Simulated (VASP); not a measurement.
A run of VASP 6.6.1:

File INCAR:

```
ALGO     = Normal         # electronic algorithm
EDIFF    = 1E-7           # SCF threshold, eV
ENCUT    = 520            # plane-wave cutoff, eV
GGA      = PE             # functional
ISIF     = 2              # what is computed and relaxed
ISMEAR   = 0              # smearing method
LASPH    = True           # aspherical terms in the spheres
LCHARG   = False          # write CHGCAR
LREAL    = False          # projectors in reciprocal space
LWAVE    = False          # write WAVECAR
NBANDS   = 32             # bands
NELM     = 80             # most SCF steps
PREC     = Accurate       # precision mode
SIGMA    = 0.1            # smearing width, eV
```

Contents of KPOINTS:

```
k-points
0
Gamma
  12 12 6
```

Contents of POSCAR:

```
Hf2TiN3
1.0
    3.1639876602      0.0000000000      0.0000000000
   -1.5819938301      2.7400936910      0.0000000000
    0.0000000000      0.0000000000      7.6736898821
Hf Ti N
2 1 3
Direct
    0.3333333333      0.6666666667      0.6757568477
    0.6666666667      0.3333333333      0.3242431523
    0.0000000000      0.0000000000      0.0000000000
    0.6666666667      0.3333333333      0.8422612375
    0.0000000000      0.0000000000      0.5000000000
    0.3333333333      0.6666666667      0.1577387625
```

Potentials or basis: VASP PAW PBE potentials, release 64 (Hf_pv, Ti_sv, N).

Launch:

```bash
$ cat potpaw_PBE.64/Hf_pv/POTCAR potpaw_PBE.64/Ti_sv/POTCAR potpaw_PBE.64/N/POTCAR > POTCAR
$ mpirun -np 1 vasp_std > vasp.out
```

Hardware: 1 thread of Intel Xeon 8259CL, on a shared host.

**Question.** How long does it take, and how much memory?

**Answer.** It took 5.9 min on 1 thread of Intel Xeon 8259CL, on a shared host, peak memory 0.33 GiB. Counts: scf iterations 21, k points 100.
